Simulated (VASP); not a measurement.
# Al (Fm-3m) in VASP: single point with PBEsol

Aim: the single point of Al with PBEsol.

Program: VASP 6.6.1. These are calculated values, not measurements. Logs are shortened: lines on timing, memory, paths and dates and some standing lists are left out, and cuts for length are marked.

### 1 The cell of the first run

It takes space group Fm-3m (No. 225, cubic). The conventional cell has a = 4.033 Å, b = 4.033 Å, c = 4.033 Å, α = 90.00°, β = 90.00°, γ = 90.00°. Al (site symmetry m-3m) has 12 Al at 2.85 Å within 3.8 Å.

### 2 Single point, PBEsol (16.39 Å³/atom)

File INCAR:

```
  PREC = Accurate
  ENCUT = 500
  EDIFF = 1E-6
  ISMEAR = 0
  SIGMA = 0.05
  LREAL = False
  LASPH = True
  NELM = 120
  ALGO = Normal
  ISIF = 2
  LWAVE = False
  LCHARG = False
  GGA = PS
  NBANDS = 8
  GGA_COMPAT = False
```

File KPOINTS:

```
regular mesh
0
Gamma
  18 18 18
```

File POSCAR:

```
Al
1.0
    0.0000000000      2.0162567781      2.0162567781
    2.0162567781      0.0000000000      2.0162567781
    2.0162567781      2.0162567781      0.0000000000
Al
1
Direct
    0.0000000000      0.0000000000      0.0000000000
```

Potentials or basis: VASP PAW PBE potentials, release 64 (Al).

Started as:

```
$ cat potpaw_PBE.64/Al/POTCAR > POTCAR
$ mpirun -np 1 vasp_std > vasp.out
```

OUTCAR:

```text
PREC = Accurate
   ENCUT = 500
   EDIFF = 1E-6
   ISMEAR = 0
   LREAL = False
   LASPH = True
   NELM = 120
   ISIF = 2
   GGA = PS

 ion  position               nearest neighbor table
   1  0.000  0.000  0.000-

  LATTYP: Found a face centered cubic cell.
 ALAT       =     4.0325135562

  Lattice vectors:

 A1 = (   0.0000000000,   2.0162567781,   2.0162567781)
 A2 = (   2.0162567781,   0.0000000000,   2.0162567781)
 A3 = (   2.0162567781,   2.0162567781,   0.0000000000)

Analysis of symmetry for initial positions (statically):
=====================================================================
 Subroutine PRICEL returns:
 Original cell was already a primitive cell.

 Routine SETGRP: Setting up the symmetry group for a
 face centered cubic supercell.

 Subroutine GETGRP returns: Found 48 space group operations
 (whereof 48 operations were pure point group operations)
 out of a pool of 48 trial point group operations.

The static configuration has the point symmetry O_h .

Analysis of symmetry for dynamics (positions and initial velocities):
=====================================================================
 Subroutine PRICEL returns:
 Original cell was already a primitive cell.

 Routine SETGRP: Setting up the symmetry group for a
 face centered cubic supercell.

 Subroutine GETGRP returns: Found 48 space group operations
 (whereof 48 operations were pure point group operations)
 out of a pool of 48 trial point group operations.

The dynamic configuration has the point symmetry O_h .

 Subroutine INISYM returns: Found 48 space group operations
 (whereof 48 operations are pure point group operations),
 and found     1 'primitive' translations

----------------------------------------------------------------------------------------

                                     Primitive cell

  volume of cell :      16.3933

  direct lattice vectors                    reciprocal lattice vectors
     0.000000000  2.016256778  2.016256778    -0.247984287  0.247984287  0.247984287
     2.016256778  0.000000000  2.016256778     0.247984287 -0.247984287  0.247984287
     2.016256778  2.016256778  0.000000000     0.247984287  0.247984287 -0.247984287

  length of vectors
     2.851417681  2.851417681  2.851417681     0.429521385  0.429521385  0.429521385

  position of ions in fractional coordinates (direct lattice)
     0.000000000  0.000000000  0.000000000

  ion indices of the primitive-cell ions
   primitive index   ion index
                 1           1

----------------------------------------------------------------------------------------

 KPOINTS: regular mesh

Automatic generation of k-mesh.
 Grid dimensions read from file:
 generate k-points for:   18   18   18

 Generating k-lattice:

  Cartesian coordinates                     Fractional coordinates (reciprocal lattice)
    -0.013776905  0.013776905  0.013776905     0.055555556  0.000000000  0.000000000
     0.013776905 -0.013776905  0.013776905     0.000000000  0.055555556  0.000000000
     0.013776905  0.013776905 -0.013776905     0.000000000  0.000000000  0.055555556

  Length of vectors
     0.023862299  0.023862299  0.023862299

  Shift w.r.t. Gamma in fractional coordinates (k-lattice)
     0.000000000  0.000000000  0.000000000

 Subroutine IBZKPT returns following result:
 ===========================================

 Found    195 irreducible k-points:

 Following reciprocal coordinates:
            Coordinates               Weight
  0.000000  0.000000  0.000000      1.000000
  0.055556  0.000000  0.000000      8.000000
  0.111111  0.000000  0.000000      8.000000
  0.166667  0.000000  0.000000      8.000000
  0.222222  0.000000  0.000000      8.000000
  0.277778  0.000000  0.000000      8.000000
[... 16 lines left out ...]
 -0.277778  0.055556  0.000000     24.000000
 -0.222222  0.055556  0.000000     24.000000
 [... further k-points ...]
   k-points           NKPTS =    195   k-points in BZ     NKDIM =    195   number of bands    NBANDS=      8
   number of dos      NEDOS =    301   number of ions     NIONS =      1
   total plane-waves  NPLWV =  13824
   dimension x,y,z NGX =    24 NGY =   24 NGZ =   24
   dimension x,y,z NGXF=    48 NGYF=   48 NGZF=   48
   ions per type =               1
   NGX,Y,Z   is equivalent  to a cutoff of  13.99, 13.99, 13.99 a.u.
   NGXF,Y,Z  is equivalent  to a cutoff of  27.99, 27.99, 27.99 a.u.
 SYSTEM =  unknown system
   PREC   = accura    normal or accurate (medium, high low for compatibility)
   ISTART =      0    job   : 0-new  1-cont  2-samecut
   ICHARG =      2    charge: 1-file 2-atom 10-const
   ISPIN  =      1    spin polarized calculation?
   LNONCOLLINEAR =      F non collinear calculations
   LSORBIT =      F    spin-orbit coupling
   LASPH  =      T    aspherical Exc in radial PAW
   ENCUT  =  500.0 eV  36.75 Ry    6.06 a.u.   5.20  5.20  5.20*2*pi/ulx,y,z
   NELM   =    120;   NELMIN=  2; NELMDL= -5     # of ELM steps
   EDIFF  = 0.1E-05   stopping-criterion for ELM
   LREAL  =      F    real-space projection
   EDIFFG = 0.1E-04   stopping-criterion for IOM
   NSW    =      0    number of steps for IOM
   IBRION =     -1    ionic relax: 0-MD 1-quasi-New 2-CG
   NFREE  =      0    steps in history (QN), initial steepest desc. (CG)
   ISIF   =      2    stress and relaxation
   ISYM   =      2    0-nonsym 1-usesym 2-fastsym
   POTIM  = 0.5000    time-step for ionic-motion
   TEBEG  =    0.0;   TEEND  =   0.0 temperature during run
   PSTRESS=    0.0 pullay stress
   NELECT =       3.0000    total number of electrons
   NUPDOWN=      -1.0000    fix difference up-down
   EMIN   =  10.00;   EMAX   =-10.00  energy-range for DOS
   EFERMI =   0.00;   METHOD = LEGACY
   ISMEAR =     0;   SIGMA  =   0.05  broadening in eV -4-tet -1-fermi 0-gaus
   EFERMI_NEDOS =   21; number of points for ismear=-14 and -15
   IALGO  =     38    algorithm
   IMIX   =      4    mixing-type and parameters
     AMIX     =   0.40;   BMIX     =  1.00
     AMIX_MAG =   1.60;   BMIX_MAG =  1.00
  volume/ion in A,a.u.               =      16.39       110.63
  Fermi-wavevector in a.u.,A,eV,Ry     =   0.929450  1.756406 11.753767  0.863877
  Thomas-Fermi vector in A             =   2.055734
   LORBIT       =      0    0 simple, 1 ext, 2 COOP (PROOUT), +10 PAW based schemes
   GGA     = PS    functional components
   LHFCALC =     F    Hartree Fock is set to
   AEXX    =    0.0000 exact exchange contribution
   IVDW    =     0    specifies the selected vdW correction
   LEPSILON=     F    determine dielectric tensor
   LRPA    =     F    only Hartree local field effects (RPA)
 non-spin polarized calculation
 Gauss-broadening in eV      SIGMA  =   0.05
  energy-cutoff  :      500.00
  volume of cell :       16.39
 maximum number of plane-waves:       444
 NGX is ok and might be reduce to    24
   NGX = 11   NGY = 11   NGZ = 11

 number of electron       3.0000000 magnetization

 Free energy of the ion-electron system (eV)
  ---------------------------------------------------
  ext. energy  EPLUGINS =         0.00000000
  ---------------------------------------------------
  free energy    TOTEN  =        -4.08877797 eV

  energy without entropy =       -4.08765390  energy(sigma->0) =       -4.08821594

 E-fermi :   8.0052     XC(G=0): -10.2804

 val. band max:        7.9992452130   @ k =  -0.3889   0.3889   0.0556
 cond. band min:       8.0198651853   @ k =  -0.4444   0.3333   0.1111
 fundamental gap:      0.0206199723
 Fermi energy:         8.0052270070

 k-point     1 :       0.0000    0.0000    0.0000
  band No.  band energies     occupation
      1      -3.1571      2.00000
      2      20.6486      0.00000
      3      20.6486      0.00000
      4      20.6486      0.00000
      5      22.1891      0.00000
      6      22.1891      0.00000
      7      22.1891      0.00000
      8      24.5488      0.00000

 k-point     2 :       0.0556    0.0000    0.0000
  band No.  band energies     occupation
      1      -3.0728      2.00000
      2      19.1404      0.00000
      3      20.3437      0.00000
      4      20.3437      0.00000
      5      22.6253      0.00000
      6      22.6253      0.00000
      7      22.7577      0.00000
      8      25.4292      0.00000

 k-point     3 :       0.1111    0.0000    0.0000
  band No.  band energies     occupation
      1      -2.8204      2.00000
      2      16.9160      0.00000
      3      19.8372      0.00000
      4      19.8372      0.00000
      5      22.8220      0.00000
      6      23.4960      0.00000
      7      23.4960      0.00000
      8      25.9575      0.00000

 k-point     4 :       0.1667    0.0000    0.0000
  band No.  band energies     occupation
      1      -2.4007      2.00000
      2      14.6746      0.00000
      3      19.3938      0.00000
      4      19.3938      0.00000
      5      22.6591      0.00000
      6      24.0974      0.00000
      7      24.0974      0.00000
      8      25.3150      0.00000

 k-point     5 :       0.2222    0.0000    0.0000
  band No.  band energies     occupation
      1      -1.8152      2.00000
      2      12.5084      0.00000
      3      19.0676      0.00000
      4      19.0676      0.00000
      5      22.4875      0.00000
      6      23.3125      0.00000
      7      23.3125      0.00000
      8      26.2653      0.00000
[... 177 lines left out ...]
 k-point    22 :      -0.3333    0.0556    0.0000
  band No.  band energies     occupation
      1       0.2562      2.00000
      2       7.9631      1.76686
      3      17.1476      0.00000
      4      19.9836      0.00000
      5      20.1155      0.00000
      6      21.5161      0.00000
      7      23.0664      0.00000
      8      25.9522      0.00000

 k-point    23 :      -0.2778    0.0556    0.0000
  band No.  band energies     occupation
      1      -0.7067      2.00000
      2       9.8531      0.00000
      3      17.1652      0.00000
      4      20.0450      0.00000
      5      20.9369      0.00000
      6      22.3814      0.00000
      7      23.0189      0.00000
      8      26.7433      0.00000

 k-point    24 :      -0.2222    0.0556    0.0000
  band No.  band energies     occupation
      1      -1.5095      2.00000
      2      11.8667      0.00000
      3      17.3274      0.00000
      4      20.1844      0.00000
      5      21.9301      0.00000
      6      23.0015      0.00000
      7      23.4377      0.00000
      8      25.6377      0.00000

 [... further k-points ...]

------------------------ aborting loop because EDIFF is reached ----------------------------------------

  FORCE on cell =-STRESS in cart. coord.  units (eV):
  Direction    XX          YY          ZZ          XY          YZ          ZX
  --------------------------------------------------------------------------------------
  -------------------------------------------------------------------------------------
  Total       -0.0967139     -0.0967139     -0.0967139      0.0000000      0.0000000     -0.0000000
  in kB       -9.4521833     -9.4521833     -9.4521833      0.0000000      0.0000000     -0.0000000
  external PRESSURE =      -9.4521833 kB  Pullay stress =       0.0000000 kB

 VOLUME and BASIS-vectors are now :
 -----------------------------------------------------------------------------
  energy-cutoff  :      500.00
  volume of cell :       16.39
      direct lattice vectors                 reciprocal lattice vectors
     0.000000000  2.016256778  2.016256778    -0.247984287  0.247984287  0.247984287
     2.016256778  0.000000000  2.016256778     0.247984287 -0.247984287  0.247984287
     2.016256778  2.016256778  0.000000000     0.247984287  0.247984287 -0.247984287

 POSITION                                       TOTAL-FORCE (eV/Angst)
 -----------------------------------------------------------------------------------
      0.00000      0.00000      0.00000         0.000000      0.000000      0.000000
 -----------------------------------------------------------------------------------
    total drift:                               -0.000000      0.000000     -0.000000

  FREE ENERGIE OF THE ION-ELECTRON SYSTEM (eV)
  ---------------------------------------------------
  free  energy   TOTEN  =        -4.0887779704 eV

  energy  without entropy=       -4.0876539007  energy(sigma->0) =       -4.08821594
```

Wall time 9.1 s (1 thread of Intel Xeon Platinum 8375C at 2.90GHz (Ice Lake), shared host); peak memory 0.14 GiB.

Results:

* Free energy: -4.0888 eV
* Pressure: -0.9 GPa
* Band gap on the k mesh: zero (an odd number of electrons rules out a gap without spin polarisation)

Caveat: the PAW data sets were made with another functional, which shifts forces and pressure a little.
